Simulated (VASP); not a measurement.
# ScAl4As (P4/mmm) in VASP: further runs

ScAl4As is run at these levels: PBE; tasks: single point, relaxation of cell and atoms.

Everything below comes from runs of VASP 6.6.1. Logs are shortened: lines on timing, memory, paths and dates and some standing lists are left out, and cuts for length are marked.

### 1 The cell of the first run

Symmetry: P4/mmm, No. 123, tetragonal system. The conventional cell has a = 4.993 Å, b = 4.993 Å, c = 4.484 Å, α = 90.00°, β = 90.00°, γ = 90.00°. Sc (site symmetry 4/mmm) has 8 Al at 2.73 Å within 3.6 Å. Within 2.8 Å of Al (site symmetry m2m) lie 4 Al at 1.96 to 2.77 Å and 2 As at 2.64 Å and 2 Sc at 2.73 Å. As (site symmetry 4/mmm) has 8 Al at 2.64 Å within 3.5 Å.

The cell was built from a structure type or drawn by symmetry, and may not be a known phase.

### 2 Single point, PBE

File INCAR:

```
SYSTEM = ScAl4As
PREC = Accurate
ENCUT = 520
EDIFF = 1E-6
ISMEAR = 0
SIGMA = 0.1
LREAL = .False.
LASPH = .True.
NELM = 100
ALGO = Fast
ISIF = 2
LWAVE = .False.
LCHARG = .False.
GGA = PE
NBANDS = 23
```

File KPOINTS:

```
Automatic mesh
0
Gamma
  4 4 4
  0 0 0
```

File POSCAR:

```
ScAl4As
1.0
    4.9933741400      0.0000000000      0.0000000000
    0.0000000000      4.9933741400      0.0000000000
    0.0000000000      0.0000000000      4.4837063400
Sc Al As
1 4 1
Direct
    0.0000000000      0.0000000000      0.5000000000
    0.7773300600      0.5000000000      0.5000000000
    0.2226699400      0.5000000000      0.5000000000
    0.5000000000      0.7773300600      0.5000000000
    0.5000000000      0.2226699400      0.5000000000
    0.5000000000      0.5000000000      0.0000000000
```

Potentials or basis: VASP PAW PBE potentials, release 64 (Sc_sv, Al, As).

Run with:

```
> cat potpaw_PBE.64/Sc_sv/POTCAR potpaw_PBE.64/Al/POTCAR potpaw_PBE.64/As/POTCAR > POTCAR
> mpirun -np 1 vasp_std > vasp.out
```

OUTCAR:

```text
SYSTEM = ScAl4As
   PREC = Accurate
   ENCUT = 520
   EDIFF = 1E-6
   ISMEAR = 0
   LREAL = .False.
   LASPH = .True.
   NELM = 100
   ISIF = 2
   GGA = PE

 ion  position               nearest neighbor table
   1  0.000  0.000  0.500-   2 2.73   3 2.73   4 2.73   5 2.73   2 2.73   3 2.73   4 2.73   5 2.73

   2  0.777  0.500  0.500-   4 1.96   5 1.96   3 2.22   6 2.64   6 2.64   1 2.73   1 2.73   3 2.77

   3  0.223  0.500  0.500-   4 1.96   5 1.96   2 2.22   6 2.64   6 2.64   1 2.73   1 2.73   2 2.77

   4  0.500  0.777  0.500-   2 1.96   3 1.96   5 2.22   6 2.64   6 2.64   1 2.73   1 2.73   5 2.77

   5  0.500  0.223  0.500-   2 1.96   3 1.96   4 2.22   6 2.64   6 2.64   1 2.73   1 2.73   4 2.77

   6  0.500  0.500  0.000-   2 2.64   3 2.64   4 2.64   5 2.64   2 2.64   3 2.64   4 2.64   5 2.64

  LATTYP: Found a simple tetragonal cell.
 ALAT       =     4.9933741400
 C/A-ratio  =     0.8979311813

  Lattice vectors:

 A1 = (   4.9933741400,   0.0000000000,   0.0000000000)
 A2 = (   0.0000000000,   4.9933741400,   0.0000000000)
 A3 = (   0.0000000000,   0.0000000000,   4.4837063400)

Analysis of symmetry for initial positions (statically):
=====================================================================
 Subroutine PRICEL returns:
 Original cell was already a primitive cell.

 Routine SETGRP: Setting up the symmetry group for a
 simple tetragonal supercell.

 Subroutine GETGRP returns: Found 16 space group operations
 (whereof 16 operations were pure point group operations)
 out of a pool of 16 trial point group operations.

The static configuration has the point symmetry D_4h.

Analysis of symmetry for dynamics (positions and initial velocities):
=====================================================================
 Subroutine PRICEL returns:
 Original cell was already a primitive cell.

 Routine SETGRP: Setting up the symmetry group for a
 simple tetragonal supercell.

 Subroutine GETGRP returns: Found 16 space group operations
 (whereof 16 operations were pure point group operations)
 out of a pool of 16 trial point group operations.

The dynamic configuration has the point symmetry D_4h.

 Subroutine INISYM returns: Found 16 space group operations
 (whereof 16 operations are pure point group operations),
 and found     1 'primitive' translations

----------------------------------------------------------------------------------------

                                     Primitive cell

  volume of cell :     111.7958

[... 93 lines left out ...]
   IBRION =     -1    ionic relax: 0-MD 1-quasi-New 2-CG
   NFREE  =      0    steps in history (QN), initial steepest desc. (CG)
   ISIF   =      2    stress and relaxation
   ISYM   =      2    0-nonsym 1-usesym 2-fastsym
   POTIM  = 0.5000    time-step for ionic-motion
   TEBEG  =    0.0;   TEEND  =   0.0 temperature during run
   PSTRESS=    0.0 pullay stress
   NELECT =      28.0000    total number of electrons
   NUPDOWN=      -1.0000    fix difference up-down
   EMIN   =  10.00;   EMAX   =-10.00  energy-range for DOS
   EFERMI =   0.00;   METHOD = LEGACY
   ISMEAR =     0;   SIGMA  =   0.10  broadening in eV -4-tet -1-fermi 0-gaus
   EFERMI_NEDOS =   21; number of points for ismear=-14 and -15
   IALGO  =     68    algorithm
   IMIX   =      4    mixing-type and parameters
     AMIX     =   0.40;   BMIX     =  1.00
     AMIX_MAG =   1.60;   BMIX_MAG =  1.00
  volume/ion in A,a.u.               =      18.63       125.74
  Fermi-wavevector in a.u.,A,eV,Ry     =   1.031935  1.950075 14.488709  1.064890
  Thomas-Fermi vector in A             =   2.166108
   LORBIT       =      0    0 simple, 1 ext, 2 COOP (PROOUT), +10 PAW based schemes
   GGA     = PE    functional components
   LHFCALC =     F    Hartree Fock is set to
   AEXX    =    0.0000 exact exchange contribution
   IVDW    =     0    specifies the selected vdW correction
   LEPSILON=     F    determine dielectric tensor
   LRPA    =     F    only Hartree local field effects (RPA)
 non-spin polarized calculation
 RMM-DIIS sequential band-by-band and
 Gauss-broadening in eV      SIGMA  =   0.10
  energy-cutoff  :      520.00
  volume of cell :      111.80
 maximum number of plane-waves:      3045
 NGX is ok and might be reduce to    40
   NGX = 19   NGY = 19   NGZ = 17

 number of electron      28.0000001 magnetization

 Free energy of the ion-electron system (eV)
  ---------------------------------------------------
  ext. energy  EPLUGINS =         0.00000000
  ---------------------------------------------------
  free energy    TOTEN  =       -14.68403997 eV

  energy without entropy =      -14.66849051  energy(sigma->0) =      -14.67626524

 E-fermi :   6.3237     XC(G=0):  -9.5635

 val. band max:        6.2941414084   @ k =   0.2500   0.2500   0.5000
 cond. band min:       6.3264758758   @ k =   0.5000   0.0000   0.0000
 fundamental gap:      0.0323344673
 Fermi energy:         6.3237257829

 k-point     1 :       0.0000    0.0000    0.0000
  band No.  band energies     occupation
      1     -43.1338      2.00000
      2     -22.1305      2.00000
      3     -21.7086      2.00000
      4     -21.7086      2.00000
      5      -7.1207      2.00000
      6      -0.9278      2.00000
[... 457 lines left out ...]
     22      11.6180      0.00000
     23      13.0542      0.00000

------------------------ aborting loop because EDIFF is reached ----------------------------------------

  FORCE on cell =-STRESS in cart. coord.  units (eV):
  Direction    XX          YY          ZZ          XY          YZ          ZX
  --------------------------------------------------------------------------------------
  -------------------------------------------------------------------------------------
  Total       47.9030656     47.9030656      8.6903616      0.0000000     -0.0000000     -0.0000000
  in kB      686.5126021    686.5126021    124.5440695      0.0000000     -0.0000000     -0.0000000
  external PRESSURE =     499.1897579 kB  Pullay stress =       0.0000000 kB

 VOLUME and BASIS-vectors are now :
 -----------------------------------------------------------------------------
  energy-cutoff  :      520.00
  volume of cell :      111.80
      direct lattice vectors                 reciprocal lattice vectors
     4.993374140  0.000000000  0.000000000     0.200265386  0.000000000  0.000000000
     0.000000000  4.993374140  0.000000000     0.000000000  0.200265386  0.000000000
     0.000000000  0.000000000  4.483706340     0.000000000  0.000000000  0.223029771

 POSITION                                       TOTAL-FORCE (eV/Angst)
 -----------------------------------------------------------------------------------
      0.00000      0.00000      2.24185        -0.000000      0.000000      0.000000
      3.88150      2.49669      2.24185         8.934539     -0.000000     -0.000000
      1.11187      2.49669      2.24185        -8.934539      0.000000      0.000000
      2.49669      3.88150      2.24185        -0.000000      8.934539     -0.000000
      2.49669      1.11187      2.24185        -0.000000     -8.934539      0.000000
      2.49669      2.49669      0.00000        -0.000000      0.000000      0.000000
 -----------------------------------------------------------------------------------
    total drift:                               -0.000000     -0.000000      0.000000

  FREE ENERGIE OF THE ION-ELECTRON SYSTEM (eV)
  ---------------------------------------------------
  free  energy   TOTEN  =       -14.6840399715 eV

  energy  without entropy=      -14.6684905069  energy(sigma->0) =      -14.67626524
```

stdout:

```text
POSCAR found type information on POSCAR ScAlAs
 POSCAR found :  3 types and       6 ions
 scaLAPACK will be used
 LDA part: xc-table for (Slater+PW92), standard interpolation
 POSCAR, INCAR and KPOINTS ok, starting setup
 FFT: planning ... GRIDC
 FFT: planning ... GRID_SOFT
 FFT: planning ... GRID
 WAVECAR not read
 entering main loop
```

Run time: 98 s. Hardware: 1 thread of Intel Xeon 8259CL, shared host; peak memory 0.25 GiB.

Results:

* Free energy: -14.6840 eV
* Pressure: 49.9 GPa
* Largest force: 8.935 eV/Å
* Band gap on the k mesh: zero (bands 14 and 15 overlap by 1.03 eV)

Forces on the atoms (eV/Å):
```
Sc   0.000  0.000  0.000
Al   8.935  0.000  0.000
Al  -8.935  0.000  0.000
Al   0.000  8.935  0.000
Al   0.000 -8.935  0.000
As   0.000  0.000  0.000
```

Caveat: the cell stands under pressure; forces of over 1 eV/Å act on the atoms, so gaps and moduli don't describe the material at rest.

### 3 Single point, PBE

This run uses another cell than the first one, of 24.49 Å³/atom.

File INCAR:

```
SYSTEM = ScAl4As
ALGO = Fast
EDIFF = 1E-7
ENCUT = 520
GGA = PE
ISIF = 2
ISMEAR = 0
LASPH = .True.
LCHARG = .False.
LREAL = .False.
LWAVE = .False.
NBANDS = 23
NELM = 80
PREC = Accurate
SIGMA = 0.1
```

File KPOINTS:

```
k-points
0
Gamma
  4 4 4
  0 0 0
```

File POSCAR:

```
ScAl4As
1.0
    6.1318167252      0.0000000000      0.0000000000
    0.0000000000      6.1318167252      0.0000000000
    0.0000000000      0.0000000000      3.9073831660
Sc Al As
1 4 1
Direct
    0.0000000000      0.0000000000      0.5000000000
    0.8012523101      0.5000000000      0.5000000000
    0.1987476899      0.5000000000      0.5000000000
    0.5000000000      0.8012523101      0.5000000000
    0.5000000000      0.1987476899      0.5000000000
    0.5000000000      0.5000000000      0.0000000000
```

Potentials or basis: VASP PAW PBE potentials, release 64 (Sc_sv, Al, As).

Run with:

```
> cat potpaw_PBE.64/Sc_sv/POTCAR potpaw_PBE.64/Al/POTCAR potpaw_PBE.64/As/POTCAR > POTCAR
> mpirun -np 1 vasp_std > vasp.out
```

Run time: 2.2 min. Hardware: 1 thread of Intel Xeon 8259CL, shared host; peak memory 0.29 GiB.

Results (log left out):

| Quantity | Value |
| --- | --- |
| Free energy | -24.0341 eV |
| Pressure | 0.1 GPa |
| Largest force | 0.008 eV/Å |
| Band gap on the k mesh | zero (bands 14 and 15 overlap by 0.47 eV) |

Forces on the atoms (eV/Å):
```
Sc   0.000  0.000  0.000
Al  -0.008  0.000  0.000
Al   0.008  0.000  0.000
Al   0.000 -0.008  0.000
Al   0.000  0.008  0.000
As   0.000  0.000  0.000
```

Stress tensor (GPa, compression positive):
```
0.15 0.00 0.00
0.00 0.15 0.00
0.00 0.00 0.03
```

Levels at points of the mesh, in eV from the Fermi level:
| k point | band 12 | band 13 | band 14 | band 15 | band 16 | band 17 |
| --- | --- | --- | --- | --- | --- | --- |
| (0.00, 0.00, 0.00) | -1.27 | -0.29 | -0.29 | -0.19 | 1.51 | 1.85 |
| (0.50, 0.00, 0.00) | -1.95 | -1.74 | -0.06 | 0.29 | 0.85 | 1.28 |
| (0.50, 0.50, 0.00) | -2.33 | -0.12 | -0.07 | 0.35 | 0.83 | 0.98 |
| (0.00, 0.00, 0.50) | -3.58 | -1.41 | -0.93 | -0.40 | 0.55 | 0.55 |
| (0.50, 0.00, 0.50) | -1.29 | -1.24 | -1.15 | 0.22 | 0.58 | 0.93 |
| (0.50, 0.50, 0.50) | -0.28 | -0.20 | -0.20 | 0.17 | 0.30 | 0.43 |

Caveat: the k points lie up to 0.40 Å⁻¹ apart.

### 4 Relaxation of cell and atoms, PBE

File INCAR:

```
SYSTEM = ScAl4As
  PREC = Accurate
  ENCUT = 600
  EDIFF = 1E-6
  ISMEAR = 0
  SIGMA = 0.1
  LREAL = .FALSE.
  LASPH = .TRUE.
  NELM = 100
  ALGO = Normal
  ISIF = 3
  LWAVE = .FALSE.
  LCHARG = .FALSE.
  GGA = PE
  IBRION = 2
  NSW = 90
  EDIFFG = -0.04
```

File KPOINTS:

```
Automatic mesh
0
G
  4 4 4
  0 0 0
```

File POSCAR:

```
ScAl4As
1.0
    4.9933741400      0.0000000000      0.0000000000
    0.0000000000      4.9933741400      0.0000000000
    0.0000000000      0.0000000000      4.4837063400
Sc Al As
1 4 1
Direct
    0.0000000000      0.0000000000      0.5000000000
    0.7773300600      0.5000000000      0.5000000000
    0.2226699400      0.5000000000      0.5000000000
    0.5000000000      0.7773300600      0.5000000000
    0.5000000000      0.2226699400      0.5000000000
    0.5000000000      0.5000000000      0.0000000000
```

Run with:

```
> cat potpaw_PBE.64/Sc_sv/POTCAR potpaw_PBE.64/Al/POTCAR potpaw_PBE.64/As/POTCAR > POTCAR
> mpirun -np 1 vasp_std > vasp.out
```

It took 19 min on 1 thread of Intel Xeon 8259CL, shared host; peak memory 0.28 GiB.

Results (log left out):

| Quantity | Value |
| --- | --- |
| Free energy | -24.0288 eV |
| Relaxed volume | 24.60 Å³/atom |
| Relaxed cell | a = 6.147 Å, b = 6.147 Å, c = 3.905 Å, α = 90.00°, β = 90.00°, γ = 90.00° |
| Space group after relaxing (to 0.1 Å) | P4/mmm (No. 123) |
| Energy gained by relaxing | 1557.3 meV/atom |
| Ionic steps | 17 |
| Pressure after relaxing | -0.1 GPa |
| Largest force after relaxing | 0.030 eV/Å |
| Band gap on the k mesh | zero (bands 14 and 15 overlap by 0.46 eV) |

Forces on the atoms (eV/Å):
```
Sc   0.000  0.000  0.000
Al   0.030  0.000  0.000
Al  -0.030  0.000  0.000
Al   0.000  0.030  0.000
Al   0.000 -0.030  0.000
As   0.000  0.000  0.000
```

Stress tensor (GPa, compression positive):
```
-0.25  0.00  0.00
 0.00 -0.25  0.00
 0.00  0.00  0.04
```

The path:
| step | energy change (eV) | largest force (eV/Å) | pressure (GPa) | volume (Å³) |
| --- | --- | --- | --- | --- |
| 1 | 0.0000 | 8.9345 | 49.94 | 111.80 |
| 2 | 1.1193 | 12.3068 | 0.65 | 229.56 |
| 3 | -2.8908 | 10.0034 | -0.11 | 196.13 |
| 4 | -5.0093 | 8.5403 | 1.06 | 175.74 |
| 5 | -6.6010 | 5.5757 | 11.95 | 141.69 |
| 6 | -6.5704 | 6.3900 | 8.49 | 148.26 |
| 7 | -7.6954 | 0.4452 | -7.24 | 200.62 |
| 8 | -8.6394 | 0.6596 | -3.77 | 174.49 |
| 9 | -8.6459 | 0.7763 | -3.45 | 173.21 |
| 10 | -8.6467 | 0.8744 | -3.19 | 172.20 |
| 11 | -8.9306 | 0.0088 | -0.78 | 160.10 |
| 12 | -8.9683 | 0.4313 | 0.57 | 155.00 |
| 13 | -9.2136 | 0.5634 | 0.40 | 150.26 |
| 14 | -9.3029 | 0.6147 | 0.78 | 146.73 |
| 15 | -9.3077 | 0.6355 | 0.99 | 145.46 |
| 16 | -9.3392 | 0.1729 | -0.51 | 148.34 |
| 17 | -9.3436 | 0.0301 | -0.15 | 147.59 |

Final structure:
```yaml
crystal:
  lattice:
    - [6.14738, 0.00000, 0.00000]
    - [0.00000, 6.14738, 0.00000]
    - [0.00000, 0.00000, 3.90537]
  atoms:
    - { symbol: Sc, position: [0.00000, 0.00000, 0.50000] }
    - { symbol: Al, position: [0.80095, 0.50000, 0.50000] }
    - { symbol: Al, position: [0.19905, 0.50000, 0.50000] }
    - { symbol: Al, position: [0.50000, 0.80095, 0.50000] }
    - { symbol: Al, position: [0.50000, 0.19905, 0.50000] }
    - { symbol: As, position: [0.50000, 0.50000, 0.00000] }
```

Levels at points of the mesh, in eV from the Fermi level:
```
           k point  band 10  band 11  band 12  band 13  band 14  band 15  band 16  band 17  band 18
(0.00, 0.00, 0.00)    -3.27    -1.55    -1.24    -0.28    -0.28    -0.19     1.32     1.32     1.52
(0.50, 0.00, 0.00)    -2.53    -2.25    -1.94    -1.73    -0.06     0.29     0.84     1.28     1.36
(0.50, 0.50, 0.00)    -3.02    -2.32    -2.32    -0.12    -0.08     0.36     0.80     0.99     0.99
(0.00, 0.00, 0.50)    -3.70    -3.58    -3.58    -1.39    -0.91    -0.39     0.54     0.54     1.73
(0.50, 0.00, 0.50)    -3.61    -3.52    -1.27    -1.22    -1.13     0.23     0.58     0.93     1.24
(0.50, 0.50, 0.50)    -4.12    -2.76    -0.28    -0.19    -0.19     0.18     0.31     0.42     0.42
```

Caveat: the volume moved by over 15 % at a fixed basis, so the end points are rough.

(Continued in part 2 of 2.)
